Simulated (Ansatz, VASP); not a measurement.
Two plane-wave programs on CaSe

```
Ca Se
1.0
     0.00000    2.96753    2.96753
     2.96753    0.00000    2.96753
     2.96753    2.96753    0.00000
Ca Se
1 1
Cartesian
  0.0000 0.0000 0.0000
  2.9675 2.9675 2.9675
```

Alike in both runs: task single point; functional r2SCAN0; k mesh 6 × 6 × 6; no spin polarisation.

```csv
,VASP,Ansatz
version,VASP 6.6.1,Ansatz 0.2.0
potentials or method,"VASP PAW PBE potentials, release 64 (Ca_sv, Se)","plane waves, PAW"
plane-wave cutoff (eV),440,500
occupations,"gaussian, width 0.01 eV",fixed
valence electrons in the cell,16,26
```

```csv
,VASP,Ansatz,Ansatz less VASP
gap on the k mesh at the Fermi level (eV),4.00,3.97,-0.028
pressure (GPa),0.0,-0.1,-0.08
```

VASP's potentials were made for PBE, not for r2SCAN0. VASP's potentials hold 16 valence electrons a cell and Ansatz's 26, so a difference there can come from the potentials and not from the codes. Ansatz's warnings: stress exchange threshold loose, stress scf threshold loose.
